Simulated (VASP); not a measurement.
Wanted: the native input for a VASP 6.6.1 run.

```yaml
Task: relaxation of cell and atoms
Functional: PBE
Potentials_or_basis: VASP PAW PBE potentials, release 64 (Ca_sv, V_sv)
Cutoff: 600 eV
k_mesh: 6 × 6 × 6
Occupations: gaussian, width 0.1 eV
Spin: collinear spin, ferromagnetic start
Starting_moments: "[0.15, 0.93, 0.93] μB"
Dipole_correction: no
Further_INCAR_settings: ALGO = Normal; EDIFF = 1e-07; IBRION = 2; EDIFFG = -0.04; NSW = 90; ISIF = 3
```

The structure of CaV2 lies in POSCAR:

```
CaV2
1.0
    0.0000000000      2.9790347585      2.9790347585
    2.9790347585      0.0000000000      2.9790347585
    2.9790347585      2.9790347585      0.0000000000
Ca V
1 2
Direct
    0.0000000000      0.0000000000      0.0000000000
    0.2500000000      0.2500000000      0.2500000000
    0.7500000000      0.7500000000      0.7500000000
```

One way to write it, as run:

INCAR

```
PREC     = Accurate       # precision mode
ENCUT    = 600            # plane-wave cutoff, eV
EDIFF    = 1E-7           # SCF threshold, eV
ISMEAR   = 0              # smearing method
SIGMA    = 0.1            # smearing width, eV
LREAL    = False          # projectors in reciprocal space
LASPH    = True           # aspherical terms in the spheres
NELM     = 150            # most SCF steps
ALGO     = Normal         # electronic algorithm
ISIF     = 3              # what is computed and relaxed
LWAVE    = False          # write WAVECAR
LCHARG   = False          # write CHGCAR
ISPIN    = 2              # spin polarisation
MAGMOM   = 0.15 0.93 0.93 # initial moments
LORBIT   = 11             # projections on sites
LMAXMIX  = 4              # l up to which the mixer works
GGA      = PE             # functional
IBRION   = 2              # ionic algorithm
NSW      = 90             # ionic steps
EDIFFG   = -0.04          # ionic threshold
```

KPOINTS

```
regular mesh
0
Gamma
  6 6 6
```

Potentials or basis: VASP PAW PBE potentials, release 64 (Ca_sv, V_sv).

Command:

```bash
$ cat potpaw_PBE.64/Ca_sv/POTCAR potpaw_PBE.64/V_sv/POTCAR > POTCAR
$ mpirun -np 1 vasp_std > vasp.out
```

It gave:

* Relaxed volume: 28.91 Å³/atom
* Relaxed cell: a = 4.969 Å, b = 4.969 Å, c = 4.969 Å, α = 60.00°, β = 60.00°, γ = 60.00°
* Space group after relaxing (to 0.1 Å): Fm-3m (No. 225)
* Energy gained by relaxing: 432.7 meV/atom
* Ionic steps: 4
* Pressure after relaxing: -0.1 GPa
* Net moment: 8.27 μB per cell
* Site moments: Ca +0.28; V +3.01 μB
* Valence electrons inside the program's atomic spheres: Ca 8.26; V 11.35

Caveat: the volume moved by over 15 % at a fixed basis, so the end points are rough; the highest band is partly filled, so the run has too few bands.

Run time: 3.1 min on 1 thread of Intel(R) Xeon(R) 6975P-C (Granite Rapids), on a shared host, peak memory 0.26 GiB.
